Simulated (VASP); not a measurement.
# PbO (Litharge) (P1) in VASP: a series of runs

PbO (Litharge) is run at these levels: PBE; tasks: single point.

Everything below comes from runs of VASP 6.6.1. Logs are shortened: lines on timing, memory, paths and dates and some standing lists are left out, and cuts for length are marked.

## 1. The cell of the first run

The typed cell holds 4 atoms: a = 4.089 Å, b = 4.045 Å, c = 4.822 Å, α = 90.02°, β = 91.05°, γ = 89.40°.

## 2. Single point, PBE

INCAR

```
SYSTEM = PbO
PREC = Accurate
ENCUT = 520
EDIFF = 1E-6
ISMEAR = 0
SIGMA = 0.01
LREAL = .FALSE.
LASPH = .TRUE.
NELM = 60
ALGO = Normal
ISIF = 2
LWAVE = .FALSE.
LCHARG = .FALSE.
GGA = PE
NBANDS = 28
```

KPOINTS

```
regular mesh
0
G
  4 4 4
  0 0 0
```

POSCAR

```
PbO
1.0
    4.0884000000      0.0213400000     -0.0363700000
    0.0213400000      4.0448500000     -0.0006000000
   -0.0456700000     -0.0007600000      4.8219500000
Pb O
2 2
Direct
    0.9951700000      0.5062700000      0.2394100000
    0.4996600000      0.9989200000      0.7588100000
    0.0039900000      0.0062800000      0.9975200000
    0.5013900000      0.5015700000      0.0036100000
```

Potentials or basis: VASP PAW PBE potentials, release 64 (Pb_d, O).

Started as:

```
$ cat potpaw_PBE.64/Pb_d/POTCAR potpaw_PBE.64/O/POTCAR > POTCAR
$ mpirun -np 1 vasp_std > vasp.out
```

OUTCAR:

```text
SYSTEM = PbO
   PREC = Accurate
   ENCUT = 520
   EDIFF = 1E-6
   ISMEAR = 0
   LREAL = .FALSE.
   LASPH = .TRUE.
   NELM = 60
   ISIF = 2
   GGA = PE

 ion  position               nearest neighbor table
   1  0.995  0.506  0.239-   4 2.30   3 2.33   3 2.34   4 2.38   2 3.63   2 3.69   2 3.72   2 3.73
                             2 3.79   2 3.80   2 3.80   2 3.86
   2  0.500  0.999  0.759-   4 2.33   3 2.34   3 2.35   4 2.35   1 3.63   1 3.69   1 3.72   1 3.73
                             1 3.79   1 3.80   1 3.80   1 3.86
   3  0.004  0.006  0.998-   1 2.33   1 2.34   2 2.34   2 2.35
   4  0.501  0.502  0.004-   1 2.30   2 2.33   2 2.35   1 2.38

  LATTYP: Found a triclinic cell.
 ALAT       =     4.0449063374
 B/A-ratio  =     1.4293175869
 C/A-ratio  =     1.8380248160
 COS(alpha) =     0.0003146397
 COS(beta)  =     0.5385208872
 COS(gamma) =     0.7070573682

  Lattice vectors:

 A1 = (   0.0213400000,   4.0448500000,  -0.0006000000)
 A2 = (   4.1097400000,   4.0661900000,  -0.0369700000)
 A3 = (  -4.0213900000,   4.0242700000,  -4.7861800000)

Analysis of symmetry for initial positions (statically):
=====================================================================
 Subroutine PRICEL returns:
 Original cell was already a primitive cell.

 Routine SETGRP: Setting up the symmetry group for a
 triclinic supercell.

 Subroutine GETGRP returns: Found  1 space group operations
 (whereof  1 operations were pure point group operations)
 out of a pool of  2 trial point group operations.

The static configuration has the point symmetry C_1 .

Analysis of symmetry for dynamics (positions and initial velocities):
=====================================================================
 Subroutine PRICEL returns:
 Original cell was already a primitive cell.

 Routine SETGRP: Setting up the symmetry group for a
 triclinic supercell.

 Subroutine GETGRP returns: Found  1 space group operations
 (whereof  1 operations were pure point group operations)
 out of a pool of  2 trial point group operations.

The dynamic configuration has the point symmetry C_1 .

 Subroutine INISYM returns: Found  1 space group operations
 (whereof  1 operations are pure point group operations),
 and found     1 'primitive' translations

----------------------------------------------------------------------------------------

                                     Primitive cell

  volume of cell :      79.7315

  direct lattice vectors                    reciprocal lattice vectors
     4.088400000  0.021340000 -0.036370000     0.244621806 -0.001290243  0.002316676
     0.021340000  4.044850000 -0.000600000    -0.001290240  0.247234768  0.000026747
    -0.045670000 -0.000760000  4.821950000     0.001844922  0.000021032  0.207402456

  length of vectors
     4.088617460  4.044906337  4.822166332     0.244636178  0.247238136  0.207410663

  position of ions in fractional coordinates (direct lattice)
     0.995170000  0.506270000  0.239410000
     0.499660000  0.998920000  0.758810000
     0.003990000  0.006280000  0.997520000
     0.501390000  0.501570000  0.003610000

  ion indices of the primitive-cell ions
   primitive index   ion index
                 1           1
                 2           2
                 3           3
                 4           4

----------------------------------------------------------------------------------------

 KPOINTS: regular mesh

Automatic generation of k-mesh.
 Grid dimensions read from file:
 generate k-points for:    4    4    4

 Generating k-lattice:

  Cartesian coordinates                     Fractional coordinates (reciprocal lattice)
     0.061155451 -0.000322561  0.000579169     0.250000000  0.000000000 -0.000000000
    -0.000322560  0.061808692  0.000006687     0.000000000  0.250000000 -0.000000000
     0.000461230  0.000005258  0.051850614    -0.000000000 -0.000000000  0.250000000

  Length of vectors
     0.061159045  0.061809534  0.051852666

  Shift w.r.t. Gamma in fractional coordinates (k-lattice)
     0.000000000  0.000000000  0.000000000

[... 43 lines left out ...]
   NGX = 15   NGY = 15   NGZ = 17

 number of electron      39.9999996 magnetization

 Free energy of the ion-electron system (eV)
  ---------------------------------------------------
  ext. energy  EPLUGINS =         0.00000000
  ---------------------------------------------------
  free energy    TOTEN  =       -21.42153275 eV

  energy without entropy =      -21.42153275  energy(sigma->0) =      -21.42153275

 E-fermi :   4.9398     XC(G=0):  -9.8445

 val. band max:        4.8748068069   @ k =   0.0000   0.0000   0.0000
 cond. band min:       6.2257834574   @ k =   0.5000   0.5000  -0.0000
 fundamental gap:      1.3509766505
 Fermi energy:         4.9397898862

 k-point     1 :       0.0000    0.0000    0.0000
  band No.  band energies     occupation
      1     -13.0915      2.00000
      2     -12.6912      2.00000
      3     -10.9621      2.00000
      4     -10.9480      2.00000
      5     -10.9083      2.00000
      6     -10.8382      2.00000
[... 20 lines left out ...]
     27      12.6291      0.00000
     28      13.0842      0.00000

 k-point     2 :       0.2500    0.0000   -0.0000
  band No.  band energies     occupation
      1     -12.9831      2.00000
      2     -12.7102      2.00000
      3     -10.9290      2.00000
      4     -10.9151      2.00000
      5     -10.8698      2.00000
      6     -10.8178      2.00000
[... 20 lines left out ...]
     27      12.9951      0.00000
     28      15.5251      0.00000

 k-point     3 :       0.5000    0.0000   -0.0000
  band No.  band energies     occupation
      1     -12.8191      2.00000
      2     -12.7915      2.00000
      3     -10.8698      2.00000
      4     -10.8573      2.00000
      5     -10.8522      2.00000
      6     -10.8437      2.00000
[... 20 lines left out ...]
     27      14.0294      0.00000
     28      14.0869      0.00000

 k-point     4 :       0.0000    0.2500    0.0000
  band No.  band energies     occupation
      1     -12.9881      2.00000
      2     -12.7152      2.00000
      3     -10.9286      2.00000
      4     -10.9147      2.00000
      5     -10.8680      2.00000
      6     -10.8174      2.00000
[... 578 lines left out ...]
     27      14.5256      0.00000
     28      14.6327      0.00000

 k-point    23 :       0.0000   -0.2500    0.2500
  band No.  band energies     occupation
      1     -12.9847      2.00000
      2     -12.7119      2.00000
      3     -10.9286      2.00000
      4     -10.8933      2.00000
      5     -10.8491      2.00000
      6     -10.8338      2.00000
[... 20 lines left out ...]
     27      13.8603      0.00000
     28      15.6607      0.00000

 k-point    24 :       0.2500   -0.2500    0.2500
  band No.  band energies     occupation
      1     -12.9021      2.00000
      2     -12.7305      2.00000
      3     -10.8900      2.00000
      4     -10.8858      2.00000
      5     -10.8383      2.00000
      6     -10.8129      2.00000
[... 20 lines left out ...]
     27      14.4819      0.00000
     28      15.0513      0.00000

 [... further k-points ...]
[... 5 lines left out ...]
  --------------------------------------------------------------------------------------
  -------------------------------------------------------------------------------------
  Total        1.1434131      1.0135874      1.6164947     -0.3034026     -0.0987335      0.4373405
  in kB       22.9764970     20.3676925     32.4829104     -6.0967714     -1.9840159      8.7882089
  external PRESSURE =      25.2757000 kB  Pullay stress =       0.0000000 kB

 VOLUME and BASIS-vectors are now :
 -----------------------------------------------------------------------------
  energy-cutoff  :      520.00
  volume of cell :       79.73
      direct lattice vectors                 reciprocal lattice vectors
     4.088400000  0.021340000 -0.036370000     0.244621806 -0.001290243  0.002316676
     0.021340000  4.044850000 -0.000600000    -0.001290240  0.247234768  0.000026747
    -0.045670000 -0.000760000  4.821950000     0.001844922  0.000021032  0.207402456

 POSITION                                       TOTAL-FORCE (eV/Angst)
 -----------------------------------------------------------------------------------
      4.06852      2.06884      1.11792         0.222749     -0.047788      0.268668
      2.02947      4.05057      3.64017        -0.079520      0.082609     -0.152362
     -0.02911      0.02473      4.80984        -0.035188     -0.065992     -0.034860
      2.06042      2.03947     -0.00113        -0.108041      0.031172     -0.081447
 -----------------------------------------------------------------------------------
    total drift:                                0.000038      0.000446      0.000061

  FREE ENERGIE OF THE ION-ELECTRON SYSTEM (eV)
  ---------------------------------------------------
  free  energy   TOTEN  =       -21.4215327537 eV

  energy  without entropy=      -21.4215327537  energy(sigma->0) =      -21.42153275
```

Run time: 2.4 min. Hardware: 1 thread of AMD EPYC 7R13, shared host; peak memory 0.18 GiB.

What came out:

```
Free energy            : -21.4215 eV
Pressure               : 2.5 GPa
Largest force          : 0.352 eV/Å
Band gap on the k mesh : 1.35 eV, indirect (least direct gap 2.18 eV)
```

Forces on the atoms (eV/Å):
```
Pb   0.223 -0.048  0.269
Pb  -0.080  0.083 -0.152
O   -0.035 -0.066 -0.035
O   -0.108  0.031 -0.081
```

Stress tensor (GPa, compression positive):
```
 2.30 -0.61  0.88
-0.61  2.04 -0.20
 0.88 -0.20  3.25
```

Levels at points of the mesh, in eV from the valence-band top:
| k point | band 18 | band 19 | band 20 | band 21 | band 22 | band 23 |
| --- | --- | --- | --- | --- | --- | --- |
| (0.00, 0.00, 0.00) | -1.46 | -1.41 | 0.00 | 2.56 | 5.54 | 5.69 |
| (0.50, 0.00, 0.00) | -2.74 | -1.35 | -1.31 | 3.65 | 3.75 | 6.63 |
| (0.00, 0.50, 0.00) | -2.75 | -1.34 | -1.29 | 3.56 | 3.64 | 6.59 |
| (0.50, 0.50, 0.00) | -1.28 | -0.91 | -0.83 | 1.35 | 1.36 | 5.58 |
| (0.00, 0.00, 0.50) | -1.50 | -1.45 | -0.47 | 1.90 | 3.94 | 4.03 |
| (0.50, 0.00, 0.50) | -2.69 | -0.72 | -0.64 | 3.22 | 3.40 | 6.22 |
| (0.00, 0.50, 0.50) | -2.73 | -0.72 | -0.67 | 3.34 | 3.36 | 6.17 |
| (0.50, 0.50, 0.50) | -2.00 | -0.91 | -0.84 | 3.74 | 3.74 | 5.11 |

Caveat: spin-orbit coupling is left out, which moves the levels of the heavy elements. A hybrid or GW would open this gap; PBE tends to underestimate it.

## 3. Single point, PBE

INCAR

```
SYSTEM = PbO
ALGO = Normal
EDIFF = 1E-6
ENCUT = 520
GGA = PE
ISIF = 2
ISMEAR = 0
LASPH = .TRUE.
LCHARG = .FALSE.
LREAL = .FALSE.
LWAVE = .FALSE.
NBANDS = 28
NELM = 60
PREC = Accurate
SIGMA = 0.01
```

KPOINTS

```
k-points
0
G
  4 4 4
  0 0 0
```

Edit POSCAR of step 2 so:

```diff
@@ -11,2 +11,2 @@
     0.0039900000      0.0062800000      0.9975200000
-    0.5013900000      0.5015700000      0.0036100000
+    0.5013992667      0.5015701070      0.0044396098
```

Potentials or basis: VASP PAW PBE potentials, release 64 (Pb_d, O).

Started as:

```
$ cat potpaw_PBE.64/Pb_d/POTCAR potpaw_PBE.64/O/POTCAR > POTCAR
$ mpirun -np 1 vasp_std > vasp.out
```

Wall time 2.4 min (1 thread of AMD EPYC 7R13, shared host); peak memory 0.18 GiB.

The run converged. Its results:

- Free energy: -21.4212 eV
- Pressure: 2.5 GPa
- Largest force: 0.365 eV/Å
- Band gap on the k mesh: 1.35 eV, indirect (least direct gap 2.18 eV)

Forces in eV/Å, atoms in the order of the input:
```
Pb   0.226 -0.048  0.283
Pb  -0.080  0.082 -0.136
O   -0.035 -0.066 -0.037
O   -0.111  0.032 -0.110
```

Stress tensor (GPa, compression positive):
```
 2.37 -0.61  0.88
-0.61  1.98 -0.20
 0.88 -0.20  3.26
```

Levels at points of the mesh, in eV from the valence-band top:
```csv
k point,band 16,band 17,band 18,band 19,band 20,band 21,band 22,band 23,band 24,band 25
"(0.00, 0.00, 0.00)",-3.97,-1.56,-1.46,-1.41,0.00,2.56,5.55,5.69,5.88,6.98
"(0.50, 0.00, 0.00)",-2.78,-2.75,-2.73,-1.35,-1.31,3.65,3.76,6.62,6.66,6.72
"(0.00, 0.50, 0.00)",-2.82,-2.78,-2.75,-1.34,-1.29,3.55,3.63,6.59,6.70,6.78
"(0.50, 0.50, 0.00)",-2.96,-1.34,-1.28,-0.91,-0.83,1.35,1.36,5.58,5.64,8.35
"(0.00, 0.00, 0.50)",-3.76,-1.59,-1.50,-1.45,-0.47,1.90,3.95,4.03,4.07,8.81
"(0.50, 0.00, 0.50)",-3.34,-2.73,-2.69,-0.72,-0.64,3.22,3.41,6.21,6.28,7.43
"(0.00, 0.50, 0.50)",-3.43,-2.78,-2.74,-0.72,-0.66,3.34,3.36,6.18,6.28,7.45
"(0.50, 0.50, 0.50)",-3.51,-2.10,-2.00,-0.91,-0.84,3.74,3.74,5.11,5.17,5.75
```

Caveat: spin-orbit coupling is left out, which moves the levels of the heavy elements. A k mesh can miss the band edges.

## 4. Single point, PBE

Edit INCAR of step 3 so:

```diff
@@ -12,3 +12,3 @@
 NBANDS = 28
-NELM = 60
+NELM = 100
 PREC = Accurate
```

KPOINTS is that of step 3.

Edit POSCAR of step 3 so:

```diff
@@ -11,2 +11,2 @@
     0.0039900000      0.0062800000      0.9975200000
-    0.5013992667      0.5015701070      0.0044396098
+    0.5013807333      0.5015698930      0.0027803902
```

Started as:

```
$ cat potpaw_PBE.64/Pb_d/POTCAR potpaw_PBE.64/O/POTCAR > POTCAR
$ mpirun -np 1 vasp_std > vasp.out
```

Wall time 1.9 min (1 thread of AMD EPYC 7R13, shared host); peak memory 0.18 GiB.

Results (log left out):

* Free energy: -21.4218 eV
* Pressure: 2.5 GPa
* Largest force: 0.339 eV/Å
* Band gap on the k mesh: 1.35 eV, indirect (least direct gap 2.18 eV)

Forces on the atoms (eV/Å):
```
Pb   0.220 -0.048  0.254
Pb  -0.079  0.083 -0.168
O   -0.035 -0.066 -0.033
O   -0.105  0.031 -0.053
```

Stress tensor (GPa, compression positive):
```
 2.23 -0.61  0.87
-0.61  2.10 -0.20
 0.87 -0.20  3.25
```

Levels at points of the mesh, in eV from the valence-band top:
| k point | band 16 | band 17 | band 18 | band 19 | band 20 | band 21 | band 22 | band 23 | band 24 | band 25 |
| --- | --- | --- | --- | --- | --- | --- | --- | --- | --- | --- |
| (0.00, 0.00, 0.00) | -3.98 | -1.56 | -1.46 | -1.41 | 0.00 | 2.56 | 5.54 | 5.69 | 5.88 | 6.96 |
| (0.50, 0.00, 0.00) | -2.78 | -2.76 | -2.74 | -1.35 | -1.31 | 3.64 | 3.74 | 6.64 | 6.66 | 6.72 |
| (0.00, 0.50, 0.00) | -2.82 | -2.78 | -2.74 | -1.34 | -1.29 | 3.57 | 3.65 | 6.59 | 6.68 | 6.78 |
| (0.50, 0.50, 0.00) | -2.96 | -1.33 | -1.29 | -0.91 | -0.83 | 1.35 | 1.36 | 5.59 | 5.63 | 8.35 |
| (0.00, 0.00, 0.50) | -3.76 | -1.59 | -1.50 | -1.45 | -0.47 | 1.90 | 3.94 | 4.03 | 4.08 | 8.81 |
| (0.50, 0.00, 0.50) | -3.35 | -2.73 | -2.70 | -0.72 | -0.64 | 3.22 | 3.40 | 6.24 | 6.28 | 7.42 |
| (0.00, 0.50, 0.50) | -3.42 | -2.77 | -2.73 | -0.71 | -0.67 | 3.35 | 3.36 | 6.17 | 6.26 | 7.46 |
| (0.50, 0.50, 0.50) | -3.51 | -2.10 | -2.00 | -0.91 | -0.84 | 3.74 | 3.74 | 5.11 | 5.17 | 5.75 |

Caveat: spin-orbit coupling is left out, which moves the levels of the heavy elements.

## 5. Single point, PBE

INCAR

```
SYSTEM = PbO
PREC = Accurate ; ENCUT = 520
EDIFF = 1E-7 ; ISMEAR = 0
SIGMA = 0.01 ; LREAL = .False.
LASPH = .True. ; NELM = 80
ALGO = Normal ; ISIF = 2
LWAVE = .False. ; LCHARG = .False.
GGA = PE ; NBANDS = 28
```

KPOINTS

```
regular mesh
0
Gamma
  4 4 4
  0 0 0
```

Edit POSCAR of step 4 so:

```diff
@@ -11,2 +11,2 @@
     0.0039900000      0.0062800000      0.9975200000
-    0.5013807333      0.5015698930      0.0027803902
+    0.5014270668      0.5015704280      0.0069284393
```

Started as:

```
$ cat potpaw_PBE.64/Pb_d/POTCAR potpaw_PBE.64/O/POTCAR > POTCAR
$ mpirun -np 1 vasp_std > vasp.out
```

It took 1.7 min on 1 thread of AMD EPYC 7R13, shared host; peak memory 0.19 GiB.

It converged, with:

```yaml
Free_energy: -21.4193 eV
Pressure: 2.5 GPa
Largest_force: 0.407 eV/Å
Band_gap_on_the_k_mesh: 1.35 eV, indirect (least direct gap 2.18 eV)
```

Forces in eV/Å, atoms in the order of the input:
```
Pb   0.234 -0.047  0.329
Pb  -0.080  0.080 -0.091
O   -0.036 -0.066 -0.042
O   -0.119  0.033 -0.196
```

Stress tensor (GPa, compression positive):
```
 2.55 -0.61  0.90
-0.61  1.79 -0.19
 0.90 -0.19  3.23
```

Levels at points of the mesh, in eV from the valence-band top:
| k point | band 18 | band 19 | band 20 | band 21 | band 22 | band 23 |
| --- | --- | --- | --- | --- | --- | --- |
| (0.00, 0.00, 0.00) | -1.45 | -1.41 | 0.00 | 2.56 | 5.55 | 5.68 |
| (0.50, 0.00, 0.00) | -2.72 | -1.36 | -1.30 | 3.68 | 3.79 | 6.58 |
| (0.00, 0.50, 0.00) | -2.76 | -1.34 | -1.28 | 3.52 | 3.61 | 6.60 |
| (0.50, 0.50, 0.00) | -1.26 | -0.91 | -0.83 | 1.35 | 1.36 | 5.56 |
| (0.00, 0.00, 0.50) | -1.50 | -1.45 | -0.47 | 1.90 | 3.96 | 4.03 |
| (0.50, 0.00, 0.50) | -2.67 | -0.74 | -0.63 | 3.23 | 3.41 | 6.17 |
| (0.00, 0.50, 0.50) | -2.74 | -0.72 | -0.65 | 3.32 | 3.36 | 6.18 |
| (0.50, 0.50, 0.50) | -1.99 | -0.91 | -0.83 | 3.74 | 3.74 | 5.11 |

Caveat: spin-orbit coupling is left out, which moves the levels of the heavy elements. A k mesh can miss the band edges.

## 6. Single point, PBE

INCAR

```
  PREC = Accurate
  ENCUT = 520
  EDIFF = 1E-6
  ISMEAR = 0
  SIGMA = 0.01
  LREAL = F
  LASPH = T
  NELM = 100
  ALGO = Normal
  ISIF = 2
  LWAVE = F
  LCHARG = F
  GGA = PE
  NBANDS = 28
```

KPOINTS

```
Automatic mesh
0
Gamma
  4 4 4
```

Edit POSCAR of step 5 so:

```diff
@@ -11,2 +11,2 @@
     0.0039900000      0.0062800000      0.9975200000
-    0.5014270668      0.5015704280      0.0069284393
+    0.5013529332      0.5015695720      0.0002915607
```

Potentials or basis: VASP PAW PBE potentials, release 64 (Pb_d, O).

Started as:

```
$ cat potpaw_PBE.64/Pb_d/POTCAR potpaw_PBE.64/O/POTCAR > POTCAR
$ mpirun -np 1 vasp_std > vasp.out
```

It took 94 s on 1 thread of AMD EPYC 7R13, shared host; peak memory 0.18 GiB.

It converged, with:

* Free energy: -21.4219 eV
* Pressure: 2.5 GPa
* Largest force: 0.301 eV/Å
* Band gap on the k mesh: 1.35 eV, indirect (least direct gap 2.19 eV)

Forces on the atoms (eV/Å):
```
Pb   0.211 -0.048  0.209
Pb  -0.079  0.085 -0.214
O   -0.035 -0.066 -0.028
O   -0.098  0.030  0.033
```

Stress tensor (GPa, compression positive):
```
 2.05 -0.61  0.86
-0.61  2.29 -0.21
 0.86 -0.21  3.26
```

Levels at points of the mesh, in eV from the valence-band top:
```csv
k point,band 17,band 18,band 19,band 20,band 21,band 22,band 23,band 24
"(0.00, 0.00, 0.00)",-1.56,-1.46,-1.41,0.00,2.56,5.53,5.70,5.88
"(0.50, 0.00, 0.00)",-2.77,-2.75,-1.34,-1.31,3.61,3.72,6.66,6.67
"(0.00, 0.50, 0.00)",-2.78,-2.73,-1.34,-1.30,3.59,3.67,6.57,6.66
"(0.50, 0.50, 0.00)",-1.32,-1.30,-0.91,-0.83,1.35,1.36,5.59,5.63
"(0.00, 0.00, 0.50)",-1.59,-1.51,-1.45,-0.47,1.90,3.92,4.03,4.09
"(0.50, 0.00, 0.50)",-2.74,-2.71,-0.71,-0.64,3.22,3.40,6.27,6.29
"(0.00, 0.50, 0.50)",-2.76,-2.73,-0.72,-0.68,3.35,3.36,6.15,6.24
"(0.50, 0.50, 0.50)",-2.09,-2.01,-0.91,-0.84,3.74,3.74,5.11,5.17
```

Caveat: spin-orbit coupling is left out, which moves the levels of the heavy elements. A k mesh can miss the band edges.
